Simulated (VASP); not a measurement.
# SiAg7Cl8 (a cell with a defect) in VASP: further runs

SiAg7Cl8 (a cell with a defect) is run at these levels: PBEsol; tasks: single point.

Program: VASP 6.6.1. These are calculated values, not measurements. Logs are shortened: lines on timing, memory, paths and dates and some standing lists are left out, and cuts for length are marked.

## Step 1: The cell of the first run

The cell holds a defect, 16 atoms: a = 7.704 Å, b = 7.704 Å, c = 7.704 Å, α = 60.00°, β = 60.00°, γ = 60.00°.

## Step 2: Single point, PBEsol

Input file INCAR:

```
ALGO = Normal
EDIFF = 1E-7
ENCUT = 520
GGA = PS
ISIF = 2
ISMEAR = -1
LASPH = True
LCHARG = False
LREAL = Auto
LWAVE = False
NBANDS = 82
NELECT = 134.0
NELM = 80
PREC = Accurate
SIGMA = 0.05
```

Input file KPOINTS:

```
Automatic mesh
0
Gamma
  2 2 2
  0.5 0.5 0.5
```

Input file POSCAR:

```
SiAg7Cl8
1.0
    0.0000000000      5.4477500000      5.4477500000
    5.4477500000      0.0000000000      5.4477500000
    5.4477500000      5.4477500000      0.0000000000
Cl Ag Si
8 7 1
Direct
    0.7518240000      0.2454330000      0.2532540000
    0.2434030000      0.7517190000      0.7555880000
    0.2508050000      0.7446200000      0.2491020000
    0.7524560000      0.2443530000      0.7454260000
    0.2533390000      0.2500920000      0.7483370000
    0.7521080000      0.7534740000      0.2405980000
    0.2503420000      0.2454290000      0.2520740000
    0.7517960000      0.7527660000      0.7462480000
    0.0004090000      0.0014700000      0.0025550000
    0.9929560000      0.0031000000      0.5008560000
    0.4912310000      0.5055500000      0.0047230000
    0.9953010000      0.4965240000      0.0072360000
    0.5016890000      0.0024820000      0.4998270000
    0.5047240000      0.9999820000      0.9994930000
    0.0002060000      0.5006610000      0.4988040000
    0.4948500000      0.4960150000      0.5091860000
```

Potentials or basis: VASP PAW PBE potentials, release 64 (Cl, Ag, Si).

Launch:

```console
> cat potpaw_PBE.64/Cl/POTCAR potpaw_PBE.64/Ag/POTCAR potpaw_PBE.64/Si/POTCAR > POTCAR
> mpirun -np 1 vasp_std > vasp.out
```

OUTCAR:

```text
EDIFF = 1E-7
   ENCUT = 520
   GGA = PS
   ISIF = 2
   ISMEAR = -1
   LASPH = True
   LREAL = Auto
   NELECT = 134.0
   NELM = 80
   PREC = Accurate

 ion  position               nearest neighbor table
   1  0.752  0.245  0.253-  10 2.66  13 2.69  12 2.69   9 2.69  16 2.76  11 2.77
   2  0.243  0.752  0.756-   9 2.71  11 2.71  16 2.74  12 2.74  10 2.75  13 2.77
   3  0.251  0.745  0.249-  11 2.63  15 2.69   9 2.71  16 2.75  14 2.77  10 2.78
   4  0.752  0.244  0.745-  10 2.65  14 2.68  16 2.69  15 2.75   9 2.75  11 2.84
   5  0.253  0.250  0.748-  16 2.66  13 2.70   9 2.73  14 2.74  15 2.74  12 2.75
   6  0.752  0.753  0.241-  14 2.66  12 2.67   9 2.70  15 2.76  13 2.77  16 2.81
[... 8 lines left out ...]
  15  0.000  0.501  0.499-   3 2.69   8 2.72   7 2.73   5 2.74   4 2.75   6 2.76
  16  0.495  0.496  0.509-   5 2.66   4 2.69   2 2.74   3 2.75   1 2.76   6 2.81

  LATTYP: Found a face centered cubic cell.
 ALAT       =    10.8955000000

  Lattice vectors:

 A1 = (   0.0000000000,   5.4477500000,   5.4477500000)
 A2 = (   5.4477500000,   0.0000000000,   5.4477500000)
 A3 = (   5.4477500000,   5.4477500000,   0.0000000000)

Analysis of symmetry for initial positions (statically):
=====================================================================
 Subroutine PRICEL returns:
 Original cell was already a primitive cell.

 Routine SETGRP: Setting up the symmetry group for a
 face centered cubic supercell.

 Subroutine GETGRP returns: Found  1 space group operations
 (whereof  1 operations were pure point group operations)
 out of a pool of 48 trial point group operations.

The static configuration has the point symmetry C_1 .

Analysis of symmetry for dynamics (positions and initial velocities):
=====================================================================
 Subroutine PRICEL returns:
 Original cell was already a primitive cell.

 Routine SETGRP: Setting up the symmetry group for a
 face centered cubic supercell.

 Subroutine GETGRP returns: Found  1 space group operations
 (whereof  1 operations were pure point group operations)
 out of a pool of 48 trial point group operations.

The dynamic configuration has the point symmetry C_1 .

 Subroutine INISYM returns: Found  1 space group operations
 (whereof  1 operations are pure point group operations),
 and found     1 'primitive' translations

----------------------------------------------------------------------------------------

                                     Primitive cell

  volume of cell :     323.3564

  direct lattice vectors                    reciprocal lattice vectors
     0.000000000  5.447750000  5.447750000    -0.091781011  0.091781011  0.091781011
     5.447750000  0.000000000  5.447750000     0.091781011 -0.091781011  0.091781011
     5.447750000  5.447750000  0.000000000     0.091781011  0.091781011 -0.091781011

  length of vectors
     7.704281934  7.704281934  7.704281934     0.158969373  0.158969373  0.158969373

  position of ions in fractional coordinates (direct lattice)
     0.751824000  0.245433000  0.253254000
     0.243403000  0.751719000  0.755588000
     0.250805000  0.744620000  0.249102000
     0.752456000  0.244353000  0.745426000
     0.253339000  0.250092000  0.748337000
     0.752108000  0.753474000  0.240598000
[... 8 lines left out ...]
     0.000206000  0.500661000  0.498804000
     0.494850000  0.496015000  0.509186000

  ion indices of the primitive-cell ions
   primitive index   ion index
                 1           1
                 2           2
                 3           3
                 4           4
                 5           5
                 6           6
[... 8 lines left out ...]
                15          15
                16          16

----------------------------------------------------------------------------------------

 KPOINTS: Automatic mesh

Automatic generation of k-mesh.
 Grid dimensions read from file:
 generate k-points for:    2    2    2

 Generating k-lattice:

  Cartesian coordinates                     Fractional coordinates (reciprocal lattice)
    -0.045890505  0.045890505  0.045890505     0.500000000  0.000000000  0.000000000
     0.045890505 -0.045890505  0.045890505     0.000000000  0.500000000  0.000000000
     0.045890505  0.045890505 -0.045890505     0.000000000  0.000000000  0.500000000

  Length of vectors
     0.079484687  0.079484687  0.079484687

  Shift w.r.t. Gamma in fractional coordinates (k-lattice)
     0.500000000  0.500000000  0.500000000

 Subroutine IBZKPT returns following result:
 ===========================================

 Found     16 irreducible k-points:

 Following reciprocal coordinates:
            Coordinates               Weight
  0.250000  0.250000  0.250000      2.000000
  0.250000  0.000000  0.000000      2.000000
  0.000000  0.000000 -0.250000      2.000000
  0.000000  0.250000  0.000000      2.000000
 -0.250000  0.250000  0.250000      2.000000
  0.250000 -0.250000  0.250000      2.000000
[... 8 lines left out ...]
  0.000000  0.250000  0.500000      2.000000
  0.500000  0.250000  0.000000      2.000000
   k-points           NKPTS =     16   k-points in BZ     NKDIM =     16   number of bands    NBANDS=     82
   number of dos      NEDOS =    301   number of ions     NIONS =     16
   total plane-waves  NPLWV = 216000
   dimension x,y,z NGX =    60 NGY =   60 NGZ =   60
   dimension x,y,z NGXF=   120 NGYF=  120 NGZF=  120
   ions per type =               8   7   1
   NGX,Y,Z   is equivalent  to a cutoff of  12.95, 12.95, 12.95 a.u.
   NGXF,Y,Z  is equivalent  to a cutoff of  25.89, 25.89, 25.89 a.u.
 SYSTEM =  unknown system
   PREC   = accura    normal or accurate (medium, high low for compatibility)
   ISTART =      0    job   : 0-new  1-cont  2-samecut
   ICHARG =      2    charge: 1-file 2-atom 10-const
   ISPIN  =      1    spin polarized calculation?
   LNONCOLLINEAR =      F non collinear calculations
   LSORBIT =      F    spin-orbit coupling
   LASPH  =      T    aspherical Exc in radial PAW
   ENCUT  =  520.0 eV  38.22 Ry    6.18 a.u.  14.32 14.32 14.32*2*pi/ulx,y,z
   NELM   =     80;   NELMIN=  2; NELMDL= -5     # of ELM steps
   EDIFF  = 0.1E-06   stopping-criterion for ELM
   LREAL  =      T    real-space projection
   EDIFFG = 0.1E-05   stopping-criterion for IOM
   NSW    =      0    number of steps for IOM
   IBRION =     -1    ionic relax: 0-MD 1-quasi-New 2-CG
   NFREE  =      0    steps in history (QN), initial steepest desc. (CG)
   ISIF   =      2    stress and relaxation
   ISYM   =      2    0-nonsym 1-usesym 2-fastsym
   POTIM  = 0.5000    time-step for ionic-motion
   TEBEG  =    0.0;   TEEND  =   0.0 temperature during run
   PSTRESS=    0.0 pullay stress
   NELECT =     134.0000    total number of electrons
   NUPDOWN=      -1.0000    fix difference up-down
   EMIN   =  10.00;   EMAX   =-10.00  energy-range for DOS
   EFERMI =   0.00;   METHOD = LEGACY
   ISMEAR =    -1;   SIGMA  =   0.05  broadening in eV -4-tet -1-fermi 0-gaus
   EFERMI_NEDOS =   21; number of points for ismear=-14 and -15
   IALGO  =     38    algorithm
   IMIX   =      4    mixing-type and parameters
     AMIX     =   0.40;   BMIX     =  1.00
     AMIX_MAG =   1.60;   BMIX_MAG =  1.00
  volume/ion in A,a.u.               =      20.21       136.38
  Fermi-wavevector in a.u.,A,eV,Ry     =   1.220532  2.306472 20.268585  1.489699
  Thomas-Fermi vector in A             =   2.355746
   LORBIT       =      0    0 simple, 1 ext, 2 COOP (PROOUT), +10 PAW based schemes
   GGA     = PS    functional components
   LHFCALC =     F    Hartree Fock is set to
   AEXX    =    0.0000 exact exchange contribution
   IVDW    =     0    specifies the selected vdW correction
   LEPSILON=     F    determine dielectric tensor
   LRPA    =     F    only Hartree local field effects (RPA)
 non-spin polarized calculation
  energy-cutoff  :      520.00
  volume of cell :      323.36
 maximum number of plane-waves:      8729
 NGX is ok and might be reduce to    60
   NGX = 29   NGY = 29   NGZ = 29

 number of electron     134.0000004 magnetization

 Free energy of the ion-electron system (eV)
  ---------------------------------------------------
  ext. energy  EPLUGINS =         0.00000000
  ---------------------------------------------------
  free energy    TOTEN  =       -63.32465215 eV

  energy without entropy =      -63.13318363  energy(sigma->0) =      -63.22891789

 E-fermi :   3.9831     XC(G=0): -10.2736

 val. band max:        3.9811213141   @ k =   0.0000   0.2500   0.0000
 cond. band min:       3.9849525497   @ k =   0.2500   0.0000   0.0000
 fundamental gap:      0.0038312356
 Fermi energy:         3.9830526068

 k-point     1 :       0.2500    0.2500    0.2500
  band No.  band energies     occupation
      1     -11.1973      2.00000
      2     -10.8404      2.00000
      3     -10.7975      2.00000
      4     -10.7491      2.00000
      5     -10.6983      2.00000
      6     -10.6546      2.00000
[... 71 lines left out ...]
     78       9.6713      0.00000
     79       9.8723      0.00000

 k-point     2 :       0.2500    0.0000    0.0000
  band No.  band energies     occupation
      1     -11.1959      2.00000
      2     -10.8548      2.00000
      3     -10.7740      2.00000
      4     -10.7615      2.00000
      5     -10.6863      2.00000
      6     -10.6656      2.00000
[... 71 lines left out ...]
     78       9.6522      0.00000
     79       9.8735      0.00000
[... 1064 lines left out ...]
     78       9.4048      0.00000
     79      10.2845      0.00000

 k-point    16 :       0.5000    0.2500    0.0000
  band No.  band energies     occupation
      1     -11.0531      2.00000
      2     -10.9332      2.00000
      3     -10.8081      2.00000
      4     -10.7867      2.00000
      5     -10.7080      2.00000
      6     -10.6671      2.00000
[... 71 lines left out ...]
     78       9.4115      0.00000
     79      10.2850      0.00000
 [bands above 79 left out]

------------------------ aborting loop because EDIFF is reached ----------------------------------------

  FORCE on cell =-STRESS in cart. coord.  units (eV):
  Direction    XX          YY          ZZ          XY          YZ          ZX
  --------------------------------------------------------------------------------------
  -------------------------------------------------------------------------------------
  Total      -37.2684805    -37.2642654    -37.2818113      0.0541181      0.0031784      0.0062504
  in kB     -184.6591215   -184.6382362   -184.7251733      0.2681461      0.0157485      0.0309697
  external PRESSURE =    -184.6741770 kB  Pullay stress =       0.0000000 kB

 VOLUME and BASIS-vectors are now :
 -----------------------------------------------------------------------------
  energy-cutoff  :      520.00
  volume of cell :      323.36
      direct lattice vectors                 reciprocal lattice vectors
     0.000000000  5.447750000  5.447750000    -0.091781011  0.091781011  0.091781011
     5.447750000  0.000000000  5.447750000     0.091781011 -0.091781011  0.091781011
     5.447750000  5.447750000  0.000000000     0.091781011  0.091781011 -0.091781011

 POSITION                                       TOTAL-FORCE (eV/Angst)
 -----------------------------------------------------------------------------------
      2.71672      5.47541      5.43281         0.236869     -0.148814      0.037824
      8.21143      5.44225      5.42118        -0.381949     -0.000139      0.042148
      5.41355      2.72337      5.42283         0.129600      0.292781      0.043398
      5.39207      8.16009      5.43037         0.249448     -0.309560      0.122398
      5.43919      5.45688      2.74257         0.082591      0.022783      0.317454
      5.41546      5.40801      8.20203         0.094768      0.091418     -0.281171
[... 8 lines left out ...]
      5.44484      2.71848      2.72860         0.002149     -0.053065     -0.040058
      5.47608      5.46974      5.39798         0.030990     -0.001967     -0.006694
 -----------------------------------------------------------------------------------
    total drift:                                0.003058      0.001896     -0.008054

  FREE ENERGIE OF THE ION-ELECTRON SYSTEM (eV)
  ---------------------------------------------------
  free  energy   TOTEN  =       -63.3246521451 eV

  energy  without entropy=      -63.1331836343  energy(sigma->0) =      -63.22891789
```

It took 9.1 min on 1 thread of Intel Xeon Platinum 8559C (Emerald Rapids), shared host; peak memory 0.64 GiB.

What came out:

```
Free energy   : -63.3247 eV
Largest force : 0.416 eV/Å
```

Forces in eV/Å, atoms in the order of the input:
```
Cl   0.237 -0.149  0.038
Cl  -0.382  0.000  0.042
Cl   0.130  0.293  0.043
Cl   0.249 -0.310  0.122
Cl   0.083  0.023  0.317
Cl   0.095  0.091 -0.281
Cl   0.009  0.026  0.002
Cl  -0.057  0.001 -0.117
Ag  -0.027 -0.025 -0.033
Ag  -0.127  0.118  0.041
Ag  -0.138  0.025  0.025
Ag  -0.015 -0.015  0.052
Ag  -0.094 -0.012 -0.109
Ag   0.004 -0.011 -0.097
Ag   0.002 -0.053 -0.040
Si   0.031 -0.002 -0.007
```

Levels at points of the mesh, in eV from the Fermi level:
| k point | band 64 | band 65 | band 66 | band 67 | band 68 | band 69 | band 70 | band 71 | band 72 | band 73 |
| --- | --- | --- | --- | --- | --- | --- | --- | --- | --- | --- |
| (0.25, 0.25, 0.25) | -0.10 | -0.10 | -0.06 | 0.00 | 0.01 | 2.13 | 2.48 | 3.11 | 3.16 | 3.22 |

Caveat: the k points lie up to 0.50 Å⁻¹ apart; the cell carries a net charge on a neutralising background, which shifts energy and pressure; the cell is charged against a uniform background, so pressure and absolute levels hang on convention; the PAW data sets were made with another functional, which shifts forces and pressure a little.

## Step 3: Single point, PBEsol

Input file INCAR:

```
ALGO = Normal
EDIFF = 1E-6
ENCUT = 520
GGA = PS
ISIF = 2
ISMEAR = -1
LASPH = T
LCHARG = F
LREAL = Auto
LWAVE = F
NBANDS = 82
NELECT = 132.0
NELM = 80
PREC = Accurate
SIGMA = 0.05
```

KPOINTS is that of step 2.

POSCAR is that of step 2.

Potentials or basis: VASP PAW PBE potentials, release 64 (Cl, Ag, Si).

Launch:

```console
> cat potpaw_PBE.64/Cl/POTCAR potpaw_PBE.64/Ag/POTCAR potpaw_PBE.64/Si/POTCAR > POTCAR
> mpirun -np 1 vasp_std > vasp.out
```

Wall time 8.6 min (1 thread of Intel Xeon Platinum 8559C (Emerald Rapids), shared host); peak memory 0.65 GiB.

Results (log left out):

* Free energy: -71.0394 eV
* Largest force: 0.522 eV/Å

Forces on the atoms (eV/Å):
```
Cl   0.361 -0.125  0.036
Cl  -0.501  0.004  0.036
Cl   0.116  0.412  0.032
Cl   0.225 -0.458  0.110
Cl   0.079  0.030  0.462
Cl   0.082  0.077 -0.393
Cl   0.021  0.028 -0.002
Cl  -0.039 -0.009 -0.089
Ag  -0.036 -0.018 -0.049
Ag  -0.114  0.113  0.034
Ag  -0.119  0.020  0.018
Ag  -0.011 -0.016  0.064
Ag  -0.087 -0.012 -0.098
Ag  -0.006 -0.006 -0.088
Ag  -0.007 -0.048 -0.026
Si   0.036  0.008 -0.045
```

Levels at points of the mesh, in eV from the Fermi level:
| k point | band 64 | band 65 | band 66 | band 67 | band 68 | band 69 |
| --- | --- | --- | --- | --- | --- | --- |
| (0.25, 0.25, 0.25) | -0.04 | -0.04 | 0.00 | 0.06 | 0.07 | 2.41 |

Caveat: the cell carries a net charge on a neutralising background, which shifts energy and pressure; the cell is charged against a uniform background, so pressure and absolute levels hang on convention; the PAW data sets were made with another functional, which shifts forces and pressure a little.

## Step 4: Single point, PBEsol

Input file INCAR:

```
PREC = Accurate
ENCUT = 520
EDIFF = 1E-7
ISMEAR = -1
SIGMA = 0.05
LREAL = Auto
LASPH = True
NELM = 100
ALGO = Normal
ISIF = 2
LWAVE = False
LCHARG = False
GGA = PS
NBANDS = 82
NELECT = 135.0
```

KPOINTS is that of step 3.

POSCAR is that of step 3.

Launch:

```console
> cat potpaw_PBE.64/Cl/POTCAR potpaw_PBE.64/Ag/POTCAR potpaw_PBE.64/Si/POTCAR > POTCAR
> mpirun -np 1 vasp_std > vasp.out
```

It took 8.9 min on 1 thread of Intel Xeon Platinum 8559C (Emerald Rapids), shared host; peak memory 0.65 GiB.

It converged, with:

| Item | Value |
| --- | --- |
| Free energy | -59.2716 eV |
| Largest force | 0.389 eV/Å |

Forces on the atoms (eV/Å):
```
Cl   0.201 -0.162  0.039
Cl  -0.349  0.000  0.047
Cl   0.136  0.252  0.050
Cl   0.264 -0.255  0.130
Cl   0.083  0.017  0.268
Cl   0.103  0.101 -0.246
Cl   0.004  0.024  0.006
Cl  -0.066  0.006 -0.133
Ag  -0.022 -0.030 -0.023
Ag  -0.134  0.121  0.046
Ag  -0.150  0.029  0.029
Ag  -0.020 -0.017  0.045
Ag  -0.097 -0.014 -0.114
Ag   0.009 -0.015 -0.103
Ag   0.008 -0.053 -0.049
Si   0.028 -0.005  0.009
```

Levels at points of the mesh, in eV from the Fermi level:
| k point | band 66 | band 67 | band 68 | band 69 | band 70 | band 71 |
| --- | --- | --- | --- | --- | --- | --- |
| (0.25, 0.25, 0.25) | -0.11 | -0.04 | -0.03 | 1.97 | 2.31 | 2.95 |

Caveat: the k points lie up to 0.50 Å⁻¹ apart, too coarse for converged energies and pressures of a metal; the cell carries a net charge on a neutralising background, which shifts energy and pressure; the cell is charged against a uniform background, so pressure and absolute levels hang on convention; the PAW data sets were made with another functional, which shifts forces and pressure a little; an odd number of electrons without spin polarisation forces a metal; a magnetic or distorted state may lie lower.
